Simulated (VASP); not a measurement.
Ir:

```xyz
1
Lattice="0.0000 1.9353 1.9353 1.9353 0.0000 1.9353 1.9353 1.9353 0.0000" Properties=species:S:1:pos:R:3 pbc="T T T"
Ir    0.0000    0.0000    0.0000
```

Base run:

```yaml
Program: VASP 6.6.1
Functional: PBE
Potentials_or_basis: VASP PAW PBE potentials, release 64 (Ir)
Cutoff: 520 eV
k_mesh: 18 × 18 × 18
Occupations: gaussian, width 0.1 eV
Spin: no spin polarisation
```

Its results: pressure 0.5 GPa.

Question: The run is repeated on the same cell with these changes: functional from PBE to r2SCAN. What comes out?

Answer: Pressure -5.2 GPa.

Caveats: the PAW data sets were made with another functional, which shifts forces and pressure a little (some runs).
